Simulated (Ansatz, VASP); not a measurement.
One calculation of Si2Ni, two programs

The input INCAR:

```
SYSTEM = Si2Ni
PREC     = Accurate       ! precision mode
ENCUT    = 520            ! plane-wave cutoff, eV
EDIFF    = 1E-6           ! SCF threshold, eV
ISMEAR   = 0              ! smearing method
SIGMA    = 0.05           ! smearing width, eV
LREAL    = .False.        ! projectors in reciprocal space
LASPH    = .True.         ! aspherical terms in the spheres
NELM     = 150            ! most SCF steps
ALGO     = Normal         ! electronic algorithm
ISIF     = 2              ! what is computed and relaxed
LWAVE    = .False.        ! write WAVECAR
LCHARG   = .False.        ! write CHGCAR
ISPIN    = 2              ! spin polarisation
MAGMOM   = 0 0 0.05       ! initial moments
LORBIT   = 11             ! projections on sites
LMAXMIX  = 4              ! l up to which the mixer works
GGA      = RE             ! functional
NBANDS   = 20             ! bands
```

Contents of KPOINTS:

```
regular mesh
0
Gamma
  8 8 8
  0 0 0
```

File POSCAR:

```
Si2Ni
1.0
    0.0000000000      2.7156652651      2.7156652651
    2.7156652651      0.0000000000      2.7156652651
    2.7156652651      2.7156652651      0.0000000000
Si Ni
2 1
Direct
    0.2500000000      0.2500000000      0.2500000000
    0.7500000000      0.7500000000      0.7500000000
    0.0000000000      0.0000000000      0.0000000000
```

Input for Ansatz:

```yaml
crystal:
  lattice:
    - [0.0, 2.7156652651, 2.7156652651]
    - [2.7156652651, 0.0, 2.7156652651]
    - [2.7156652651, 2.7156652651, 0.0]
  atoms:
    - { symbol: Si, position: [0.25, 0.25, 0.25] }
    - { symbol: Si, position: [0.75, 0.75, 0.75] }
    - { symbol: Ni, position: [0.0, 0.0, 0.0], spin: 0.05 }
basis:
  ecutwfc: 420
  ecutrho_ratio: 4
kpoints:
  mp_grid: { grid: [8, 8, 8] }
hamiltonian:
  xc: revpbe
scf:
  occupations: { method: gaussian, width: 0.05 }
output:
  forces: true
  stress: true
  eigenvalues: true
  populations: true
magnetization:
  spin_polarized: true
```

Alike in both runs: task single point; functional revPBE; k mesh 8 × 8 × 8; occupations gaussian, width 0.05 eV; collinear spin.

|  | VASP | Ansatz |
| --- | --- | --- |
| version | VASP 6.6.1 | Ansatz 0.2.0 |
| potentials or method | VASP PAW PBE potentials, release 64 (Si, Ni), cutoff 520 eV | scalar-relativistic, plane waves, PAW |
| valence electrons in the cell | 18 | 26 |

Ansatz gave:

```
gap on the k mesh at the Fermi level (eV) : none
pressure (GPa)                            : 2.7
net moment per atom (μB)                  : 0.00
```

What did VASP give for the same quantities?

gap on the k mesh at the Fermi level (eV): none; pressure (GPa): 2.6; net moment per atom (μB): 0.00.

VASP's potentials were made for PBE, not for revPBE. A gap of «none» marks a metal or a gap that the smearing closes. VASP's potentials hold 18 valence electrons a cell and Ansatz's 26, so a difference there can come from the potentials and not from the codes. Ansatz's warnings: seeded moment not kept.
